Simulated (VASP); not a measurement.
Crystal: FeCo.

```
Fe Co
1.0
     2.85700    0.00000    0.00000
     0.00000    2.85700    0.00000
     0.00000    0.00000    2.85700
Fe Co
1 1
Direct
  0.50000 0.50000 0.50000
  0.00000 0.00000 0.00000
```

Base run:

- Program: VASP 6.6.1
- Functional: PBE
- Potentials or basis: VASP PAW PBE potentials, release 64 (Fe, Co)
- Cutoff: 520 eV
- k mesh: 13 × 13 × 13
- Occupations: fermi-dirac, width 0.05 eV
- Spin: collinear spin, ferromagnetic start
- Starting moments: [3.0, 2.0] μB

Its results: pressure -2.9 GPa; net moment 4.53 μB per cell; site moments Fe +2.79; Co +1.76 μB.

The run is repeated on the same cell with these changes: functional from PBE to PBEsol. What comes out?

Pressure -11.7 GPa; net moment 4.53 μB per cell; site moments Fe +2.78; Co +1.76 μB.

PBEsol binds more tightly than PBE, so the same cell stands under less pressure.

Caveats: the cell stands under tension (at least some runs); the PAW data sets were made with another functional, which shifts forces and pressure a little (at least some runs).
